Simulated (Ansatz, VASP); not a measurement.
One calculation of HgRuPt3, two programs

INCAR

```
SYSTEM = HgRuPt3
PREC     = Accurate       ! precision mode
ENCUT    = 600            ! plane-wave cutoff, eV
EDIFF    = 1E-7           ! SCF threshold, eV
ISMEAR   = 0              ! smearing method
SIGMA    = 0.1            ! smearing width, eV
LREAL    = .False.        ! projectors in reciprocal space
LASPH    = .True.         ! aspherical terms in the spheres
NELM     = 60             ! most SCF steps
ALGO     = Fast           ! electronic algorithm
ISIF     = 3              ! what is computed and relaxed
LWAVE    = .False.        ! write WAVECAR
LCHARG   = .False.        ! write CHGCAR
GGA      = PE             ! functional
IBRION   = 2              ! ionic algorithm
NSW      = 100            ! ionic steps
EDIFFG   = -0.01          ! ionic threshold
```

KPOINTS

```
regular mesh
0
Gamma
  8 8 8
  0 0 0
```

POSCAR

```
HgRuPt3
1.0
    4.7439043639      0.0000000000      0.0000000000
    0.0000000000      4.7439043639      0.0000000000
    0.0000000000      0.0000000000      5.4949375804
Hg Ru Pt
1 1 3
Direct
    0.5000000000      0.5000000000      0.1988981988
    0.0000000000      0.0000000000      0.4116651715
    0.5000000000      0.5000000000      0.7181665170
    0.0000000000      0.5000000000      0.5656350563
    0.5000000000      0.0000000000      0.5656350563
```

Input for Ansatz:

```yaml
crystal:
  lattice:
    - [4.7439043639, 0.0, 0.0]
    - [0.0, 4.7439043639, 0.0]
    - [0.0, 0.0, 5.4949375804]
  atoms:
    - { symbol: Hg, position: [0.5, 0.5, 0.1988981988] }
    - { symbol: Ru, position: [0.0, 0.0, 0.4116651715] }
    - { symbol: Pt, position: [0.5, 0.5, 0.718166517] }
    - { symbol: Pt, position: [0.0, 0.5, 0.5656350563] }
    - { symbol: Pt, position: [0.5, 0.0, 0.5656350563] }
basis:
  ecutwfc: 420
kpoints:
  mp_grid: { grid: [8, 8, 8] }
hamiltonian:
  xc: pbe
scf:
  occupations: { method: gaussian, width: 0.1 }
output:
  forces: true
  stress: true
  eigenvalues: true
relax:
  adjacent_minimum: "off"
  f_tol: 0.01
  max_steps: 80
  cell: { stress_tol: 0.05 }
```

Alike in both runs: task relaxation of cell and atoms; functional PBE; k mesh 8 × 8 × 8; occupations gaussian, width 0.1 eV; no spin polarisation.

|  | VASP | Ansatz |
| --- | --- | --- |
| version | VASP 6.6.1 | Ansatz 0.2.0 |
| potentials or method | VASP PAW PBE potentials, release 64 (Hg, Ru_pv, Pt), cutoff 600 eV | scalar-relativistic, plane waves, PAW |
| valence electrons in the cell | 56 | 90 |

Ansatz gave:

* gap on the k mesh at the Fermi level, each at its own relaxed structure (eV): none
* relaxed volume (Å³/atom): 24.79
* relaxed length of the cell vector where the two differ most in proportion (Å): 5.513

**Question.** Which values does VASP return?

**Answer.** gap on the k mesh at the Fermi level, each at its own relaxed structure (eV): none; relaxed volume (Å³/atom): 24.86; relaxed length of the cell vector where the two differ most in proportion (Å): 5.532.

A gap of «none» marks a metal or a gap that the smearing closes. VASP's potentials hold 56 valence electrons a cell and Ansatz's 90, so a difference there can come from the potentials and not from the codes.

Spin-orbit coupling is off throughout.
